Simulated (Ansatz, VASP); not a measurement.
# Two plane-wave programs on Ga

```
CELL_PARAMETERS angstrom
2.31080 -3.87292 0.00000
2.31080 3.87292 0.00000
0.00000 0.00000 4.54631
ATOMIC_POSITIONS crystal
Ga 0.84421 0.15579 0.08394
Ga 0.65579 0.34421 0.58394
Ga 0.15579 0.84421 0.91606
Ga 0.34421 0.65579 0.41606
```

Alike in both runs: task single point; functional PBE; k mesh 8 × 8 × 7; no spin polarisation.

|  | VASP | Ansatz |
| --- | --- | --- |
| version | VASP 6.6.1 | Ansatz 0.2.0 |
| potentials or method | VASP PAW PBE potentials, release 64 (Ga_d), cutoff 520 eV | plane waves (420 eV) with PAW, scalar-relativistic |
| occupations | methfessel-paxton of order 1, width 1 eV | cold, width 1 eV |
| valence electrons in the cell | 52 | 52 |

```csv
,VASP,Ansatz,Ansatz less VASP
pressure (GPa),0.0,0.0,-0.03
"traceless stress, the component that is largest in VASP (GPa)",-0.24,0.09,+0.329
```
